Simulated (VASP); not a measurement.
# Li4SbPt2 (P6/mmm) in VASP: relaxation of cell and atoms with PBE

Aim: the relaxation of cell and atoms of Li4SbPt2 with PBE.

Everything below comes from runs of VASP 6.6.1. Logs are shortened: lines on timing, memory, paths and dates and some standing lists are left out, and cuts for length are marked.

### 1 The cell of the first run

Symmetry: P6/mmm, No. 191, hexagonal system. Conventional cell: a = 5.856 Å, b = 5.856 Å, c = 4.215 Å, α = 90.00°, β = 90.00°, γ = 120.00°. Li (site symmetry mmm) has 2 Pt at 1.69 Å within 2.2 Å. Li (site symmetry 6/mmm) has 2 Sb at 2.11 Å within 2.8 Å. Within 2.8 Å of Sb (site symmetry 6/mmm) lie 2 Li at 2.11 Å. Within 2.2 Å of Pt (site symmetry -6m2) lie 3 Li at 1.69 Å.

The cell was generated, and may not be a known phase.

### 2 Relaxation of cell and atoms, PBE

The input, INCAR:

```
ALGO = Normal
EDIFF = 1E-7
EDIFFG = -0.04
ENCUT = 880
GGA = PE
GGA_COMPAT = F
IBRION = 2
ISIF = 3
ISMEAR = 0
LASPH = T
LCHARG = F
LREAL = F
LWAVE = F
NELM = 120
NELMIN = 4
NSW = 90
PREC = Accurate
SIGMA = 0.1
```

The input, KPOINTS:

```
k-points
0
Gamma
  3 3 4
```

The input, POSCAR:

```
Li4SbPt2
1.0
    5.8563427200      0.0000000000      0.0000000000
   -2.9281713600      5.0717415700      0.0000000000
    0.0000000000      0.0000000000      4.2149070800
Li Sb Pt
4 1 2
Direct
    0.5000000000      0.0000000000      0.0000000000
    0.0000000000      0.5000000000      0.0000000000
    0.5000000000      0.5000000000      0.0000000000
    0.0000000000      0.0000000000      0.5000000000
    0.0000000000      0.0000000000      0.0000000000
    0.3333333300      0.6666666700      0.0000000000
    0.6666666700      0.3333333300      0.0000000000
```

Potentials or basis: VASP PAW PBE potentials, release 64 (Li_sv, Sb_d_GW, Pt_sv_GW).

Command:

```bash
> cat potpaw_PBE.64/Li_sv/POTCAR potpaw_PBE.64/Sb_d_GW/POTCAR potpaw_PBE.64/Pt_sv_GW/POTCAR > POTCAR
> mpirun -np 1 vasp_std > vasp.out
```

OUTCAR:

```text
EDIFF = 1E-7
   EDIFFG = -0.04
   ENCUT = 880
   GGA = PE
   IBRION = 2
   ISIF = 3
   ISMEAR = 0
   LASPH = T
   LREAL = F
   NELM = 120
   NELMIN = 4
   NSW = 90
   PREC = Accurate

 ion  position               nearest neighbor table
   1  0.500  0.000  0.000-   6 1.69   7 1.69   5 2.93   5 2.93
   2  0.000  0.500  0.000-   6 1.69   7 1.69   5 2.93   5 2.93
   3  0.500  0.500  0.000-   6 1.69   7 1.69   5 2.93   5 2.93
   4  0.000  0.000  0.500-   5 2.11   5 2.11
   5  0.000  0.000  0.000-   4 2.11   4 2.11   1 2.93   1 2.93   3 2.93   2 2.93   2 2.93   3 2.93

   6  0.333  0.667  0.000-   2 1.69   1 1.69   3 1.69
   7  0.667  0.333  0.000-   2 1.69   1 1.69   3 1.69

  LATTYP: Found a hexagonal cell.
 ALAT       =     5.8563427200
 C/A-ratio  =     0.7197166016

  Lattice vectors:

 A1 = (   5.8563427200,   0.0000000000,   0.0000000000)
 A2 = (  -2.9281713600,   5.0717415700,   0.0000000000)
 A3 = (   0.0000000000,   0.0000000000,   4.2149070800)

Analysis of symmetry for initial positions (statically):
=====================================================================
 Subroutine PRICEL returns:
 Original cell was already a primitive cell.

 Routine SETGRP: Setting up the symmetry group for a
 hexagonal supercell.

 Subroutine GETGRP returns: Found 24 space group operations
 (whereof 24 operations were pure point group operations)
 out of a pool of 24 trial point group operations.

The static configuration has the point symmetry D_6h.

Analysis of symmetry for dynamics (positions and initial velocities):
=====================================================================
 Subroutine PRICEL returns:
 Original cell was already a primitive cell.

 Routine SETGRP: Setting up the symmetry group for a
 hexagonal supercell.

 Subroutine GETGRP returns: Found 24 space group operations
 (whereof 24 operations were pure point group operations)
 out of a pool of 24 trial point group operations.

The dynamic configuration has the point symmetry D_6h.

 Subroutine INISYM returns: Found 24 space group operations
 (whereof 24 operations are pure point group operations),
 and found     1 'primitive' translations

----------------------------------------------------------------------------------------

                                     Primitive cell

  volume of cell :     125.1906

  direct lattice vectors                    reciprocal lattice vectors
     5.856342720  0.000000000  0.000000000     0.170755034  0.098585465  0.000000000
    -2.928171360  5.071741570  0.000000000     0.000000000  0.197170930  0.000000000
     0.000000000  0.000000000  4.214907080     0.000000000  0.000000000  0.237253154

  length of vectors
     5.856342720  5.856342721  4.214907080     0.197170930  0.197170930  0.237253154
[... 76 lines left out ...]
   LREAL  =      F    real-space projection
   EDIFFG = -.4E-01   stopping-criterion for IOM
   NSW    =     90    number of steps for IOM
   IBRION =      2    ionic relax: 0-MD 1-quasi-New 2-CG
   NFREE  =      1    steps in history (QN), initial steepest desc. (CG)
   ISIF   =      3    stress and relaxation
   ISYM   =      2    0-nonsym 1-usesym 2-fastsym
   POTIM  = 0.5000    time-step for ionic-motion
   TEBEG  =    0.0;   TEEND  =   0.0 temperature during run
   PSTRESS=    0.0 pullay stress
   NELECT =      63.0000    total number of electrons
   NUPDOWN=      -1.0000    fix difference up-down
   EMIN   =  10.00;   EMAX   =-10.00  energy-range for DOS
   EFERMI =   0.00;   METHOD = LEGACY
   ISMEAR =     0;   SIGMA  =   0.10  broadening in eV -4-tet -1-fermi 0-gaus
   EFERMI_NEDOS =   21; number of points for ismear=-14 and -15
   IALGO  =     38    algorithm
   IMIX   =      4    mixing-type and parameters
     AMIX     =   0.40;   BMIX     =  1.00
     AMIX_MAG =   1.60;   BMIX_MAG =  1.00
  volume/ion in A,a.u.               =      17.88       120.69
  Fermi-wavevector in a.u.,A,eV,Ry     =   1.302160  2.460726 23.070333  1.695622
  Thomas-Fermi vector in A             =   2.433247
   LORBIT       =      0    0 simple, 1 ext, 2 COOP (PROOUT), +10 PAW based schemes
   GGA     = PE    functional components
   LHFCALC =     F    Hartree Fock is set to
   AEXX    =    0.0000 exact exchange contribution
   IVDW    =     0    specifies the selected vdW correction
   LEPSILON=     F    determine dielectric tensor
   LRPA    =     F    only Hartree local field effects (RPA)
 conjugate gradient relaxation of ions
 non-spin polarized calculation
 Gauss-broadening in eV      SIGMA  =   0.10
  energy-cutoff  :      880.00
  volume of cell :      125.19
 maximum number of plane-waves:      7455
 NGX is ok and might be reduce to    60
   NGX = 29   NGY = 29   NGZ = 21

--------------------------------------- Ionic step        1  -------------------------------------------

 number of electron      62.9999996 magnetization

 Free energy of the ion-electron system (eV)
  ---------------------------------------------------
  ext. energy  EPLUGINS =         0.00000000
  ---------------------------------------------------
  free energy    TOTEN  =        -6.53195539 eV

  energy without entropy =       -6.51167712  energy(sigma->0) =       -6.52181625

 E-fermi :   2.8883     XC(G=0):  -9.2478

 val. band max:        2.8043861029   @ k =   0.0000   0.0000   0.2500
 cond. band min:       2.9013783729   @ k =   0.3333   0.0000   0.5000
 fundamental gap:      0.0969922700
 Fermi energy:         2.8882817558

 k-point     1 :       0.0000    0.0000    0.0000
  band No.  band energies     occupation
      1     -94.1029      2.00000
      2     -94.0944      2.00000
      3     -49.1570      2.00000
      4     -49.1570      2.00000
      5     -48.6858      2.00000
      6     -48.6858      2.00000
[... 465 lines left out ...]
  FREE ENERGIE OF THE ION-ELECTRON SYSTEM (eV)
  ---------------------------------------------------
  free  energy   TOTEN  =       -18.3261541641 eV

  energy  without entropy=      -18.2847798296  energy(sigma->0) =      -18.30546700

[... ionic steps 4 to 7 ...]

--------------------------------------- Ionic step        8  -------------------------------------------

 number of electron      63.0000032 magnetization

------------------------ aborting loop because EDIFF is reached ----------------------------------------
[... 77 lines left out ...]
--------------------------------------- Ionic step       10  -------------------------------------------

 number of electron      63.0000025 magnetization

 Free energy of the ion-electron system (eV)
  ---------------------------------------------------
  ext. energy  EPLUGINS =         0.00000000
  ---------------------------------------------------
  free energy    TOTEN  =       -18.63145005 eV

  energy without entropy =      -18.58212183  energy(sigma->0) =      -18.60678594

 E-fermi :  -1.3033     XC(G=0):  -6.0675

 val. band max:       -1.3175266706   @ k =   0.0000   0.0000   0.2500
 cond. band min:      -1.2649663112   @ k =   0.3333   0.0000   0.5000
 fundamental gap:      0.0525603594
 Fermi energy:        -1.3032925497

 k-point     1 :       0.0000    0.0000    0.0000
  band No.  band energies     occupation
      1     -96.8805      2.00000
      2     -96.8803      2.00000
      3     -51.1769      2.00000
      4     -51.1769      2.00000
      5     -51.1705      2.00000
      6     -51.1705      2.00000
[... 383 lines left out ...]
  FREE ENERGIE OF THE ION-ELECTRON SYSTEM (eV)
  ---------------------------------------------------
  free  energy   TOTEN  =       -18.6314500514 eV

  energy  without entropy=      -18.5821218271  energy(sigma->0) =      -18.60678594

 reached required accuracy - stopping structural energy minimisation
```

It took 24 min on 1 thread of Intel Xeon Platinum 8259CL at 2.50GHz (Skylake/Cascade Lake), shared host; peak memory 0.5 GiB.

What came out:

```yaml
Free_energy: -18.6315 eV
Relaxed_volume: 40.63 Å³/atom
Relaxed_cell: a = 7.872 Å, b = 7.872 Å, c = 5.299 Å, α = 90.00°, β = 90.00°, γ = 120.00°
Space_group_after_relaxing_to_0.1_Å: P6/mmm (No. 191)
Energy_gained_by_relaxing: 1728.5 meV/atom
Ionic_steps: 10
Pressure_after_relaxing: 0.0 GPa
Band_gap_on_the_k_mesh: zero (an odd number of electrons rules out a gap without spin polarisation)
```

The path:
```csv
step,energy change (eV),largest force (eV/Å),pressure (GPa),volume (Å³)
1,0.0000,0.0000,47.05,125.19
2,-11.7389,0.0000,1.94,244.02
3,-11.7942,0.0000,1.41,251.60
4,-11.8335,0.0000,0.50,267.22
5,-11.8324,0.0000,0.69,263.71
6,-11.9724,0.0000,0.36,270.57
7,-12.0948,0.0000,-0.08,284.02
8,-12.0978,0.0000,-0.14,286.23
9,-12.0979,0.0000,-0.15,286.67
10,-12.0995,0.0000,-0.04,284.39
```

Final structure:
```cif
data_structure
_symmetry_space_group_name_H-M 'P 1'
_symmetry_Int_Tables_number 1
_cell_length_a 7.8724
_cell_length_b 7.8724
_cell_length_c 5.2987
_cell_angle_alpha 90.000
_cell_angle_beta 90.000
_cell_angle_gamma 120.000
_cell_volume 284.39
loop_
_atom_site_label
_atom_site_type_symbol
_atom_site_fract_x
_atom_site_fract_y
_atom_site_fract_z
_atom_site_occupancy
Li1 Li 0.50000 0.00000 0.00000 1
Li2 Li 0.00000 0.50000 0.00000 1
Li3 Li 0.50000 0.50000 0.00000 1
Li4 Li 0.00000 0.00000 0.50000 1
Sb1 Sb 0.00000 0.00000 0.00000 1
Pt1 Pt 0.33333 0.66667 0.00000 1
Pt2 Pt 0.66667 0.33333 0.00000 1
```

Caveat: the k points lie up to 0.31 Å⁻¹ apart in the final cell, too coarse for converged energies and pressures of a metal; the volume moved by over 15 % at a fixed basis, so the end points are rough; spin-orbit coupling is left out, which moves the levels of the heavy elements.

The gap in the log of VASP goes by the Fermi energy; the results here count the filled bands.